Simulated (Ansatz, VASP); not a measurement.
## Two plane-wave programs on CdSe

```
CELL_PARAMETERS angstrom
0.00000 2.84295 2.84295
2.84295 0.00000 2.84295
2.84295 2.84295 0.00000
ATOMIC_POSITIONS crystal
Cd 0.00000 0.00000 0.00000
Se 0.50000 0.50000 0.50000
```

Alike in both runs: task single point; functional PBE; k mesh 6 × 6 × 6; occupations fermi-dirac, width 0.02 eV; no spin polarisation.

|  | VASP | Ansatz |
| --- | --- | --- |
| version | VASP 6.6.1 | Ansatz 0.2.0 |
| potentials or method | VASP PAW PBE potentials, release 64 (Cd, Se) | plane waves |
| plane-wave cutoff (eV) | 520 | 420 |
| valence electrons in the cell | 18 | 36 |

Ansatz gave:

```
pressure (GPa) : 1.8
```

Question: Estimate VASP's values.

Answer: Pressure (GPa): 2.1.

VASP's potentials hold 18 valence electrons a cell and Ansatz's 36, so a difference there can come from the potentials and not from the codes.
